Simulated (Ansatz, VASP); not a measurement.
BN: VASP beside Ansatz

```
B N
1.0
     0.00000    1.84365    1.80750
     1.84365    0.00000    1.80750
     1.84365    1.84365    0.00000
B N
1 1
Direct
  0.00000 0.00000 0.00000
  0.75000 0.75000 0.75000
```

Change from the starting cell: equal xx and yy strain of +2 %, crystal datasets.

Alike in both runs: task electric field gradients; functional PBEsol; k mesh 13 × 13 × 13; occupations fermi-dirac, width 0.03 eV; no spin polarisation.

|  | VASP | Ansatz |
| --- | --- | --- |
| version | VASP 6.6.1 | Ansatz 0.2.0 |
| potentials or method | VASP PAW PBE potentials, release 64 (B, N), cutoff 520 eV | all-electron PAW with datasets made for the crystal, scalar-relativistic |

```tsv
	VASP	Ansatz	Ansatz less VASP
gap on the k mesh at the Fermi level (eV)	3.97	3.98	+0.007
pressure (GPa)	-16.3	-16.7	-0.44
traceless stress, the component that is largest in VASP (GPa)	7.50	7.51	+0.012
size of Vzz on the site where it differs most (V/Å²)	0.7	0.5	-0.16
```

VASP's potentials were made for PBE, not for PBEsol. Ansatz ran all-electron here, and VASP with PAW potentials.
